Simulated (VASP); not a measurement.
A run of VASP 6.6.1:

INCAR

```
SYSTEM = Br
PREC = Accurate
ENCUT = 600
EDIFF = 1E-6
ISMEAR = -1
SIGMA = 0.05
LREAL = .False.
LASPH = .True.
NELM = 60
ALGO = Normal
ISIF = 3
LWAVE = .False.
LCHARG = .False.
GGA = PS
IBRION = 2
NSW = 60
EDIFFG = -0.01
PSTRESS = 50.0
```

File KPOINTS:

```
regular mesh
0
Gamma
  7 7 3
  0 0 0
```

POSCAR

```
Br
1.0
    3.3632500000     -2.3225500000      0.0000000000
    3.3632500000      2.3225500000      0.0000000000
    0.0000000000      0.0000000000      8.7023000000
Br
4
Direct
    0.3651000000      0.6349000000      0.3901000000
    0.1349000000      0.8651000000      0.8901000000
    0.6349000000      0.3651000000      0.6099000000
    0.8651000000      0.1349000000      0.1099000000
```

Potentials or basis: VASP PAW PBE potentials, release 64 (Br).

Command:

```bash
$ cat potpaw_PBE.64/Br/POTCAR > POTCAR
$ mpirun -np 1 vasp_std > vasp.out
```

Hardware: 1 thread of Intel Xeon 6975P-C (shared host).

Question: How long does it take, and how much memory?

Answer: Wall time 13 min on 1 thread of Intel Xeon 6975P-C, with other jobs on the host, peak memory 0.34 GiB. Counts: scf iterations 131, k points 32, ion steps 17.
